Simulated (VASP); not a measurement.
Here is a VASP 6.6.1 calculation.

INCAR

```
SYSTEM = CO2
PREC = Accurate
ENCUT = 520
EDIFF = 1E-6
ISMEAR = -1
SIGMA = 0.05
LREAL = .FALSE.
LASPH = .TRUE.
NELM = 60
ALGO = Normal
ISIF = 2
LWAVE = .FALSE.
LCHARG = .TRUE.
LELF = .TRUE.
LVHAR = .TRUE.
NBANDS = 25
```

KPOINTS

```
Automatic mesh
0
G
  7 7 7
  0 0 0
```

File POSCAR:

```
CO2
1.0
   -1.9547788988      1.9547788988      2.9836108880
    1.9547788988     -1.9547788988      2.9836108880
    1.9547788988      1.9547788988     -2.9836108880
C O
2 4
Direct
    0.7500000000      0.2500000000      0.5000000000
    0.0000000000      0.0000000000      0.0000000000
    0.7097980000      0.1250000000      0.0847980000
    0.0402020000      0.6250000000      0.9152020000
    0.3750000000      0.2902020000      0.4152020000
    0.8750000000      0.9597980000      0.5847980000
```

Potentials or basis: VASP PAW LDA potentials, release 64 (C, O).

Command:

```bash
$ cat potpaw_LDA.64/C/POTCAR potpaw_LDA.64/O/POTCAR > POTCAR
$ mpirun -np 1 vasp_std > vasp.out
```

(1) What does it give for the pressure?

(2) Predict the band gap on the k mesh.

Results:

(1) -3.9 GPa.

(2) 7.53 eV, indirect (least direct gap 8.02 eV).
